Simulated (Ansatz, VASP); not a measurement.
**One calculation of V, two programs**

```
V
1.0
     2.73451    0.00000    0.00000
    -1.36725    2.36815    0.00000
     0.00000    0.00000    4.48717
V
2
Direct
  0.66667 0.33333 0.75000
  0.33333 0.66667 0.25000
```

Change from the starting cell: strain +0.050 along x and y, -0.050 along z, atoms carried along.

Alike in both runs: task single point; functional PBE; k mesh 21 × 21 × 10; occupations gaussian, width 0.15 eV; no spin polarisation.

```csv
,VASP,Ansatz
version,VASP 6.6.1,Ansatz 0.2.0
potentials or method,"VASP PAW PBE potentials, release 64 (V_sv), cutoff 520 eV","scalar-relativistic, plane waves, PAW"
valence electrons in the cell,26,26
```

```tsv
	VASP	Ansatz	Ansatz less VASP
gap on the k mesh at the Fermi level (eV)	none	none	-
pressure (GPa)	-7.2	-7.4	-0.21
traceless stress, the component that is largest in VASP (GPa)	5.40	5.40	+0.002
```

A gap of «none» marks a metal or a gap that the smearing closes.
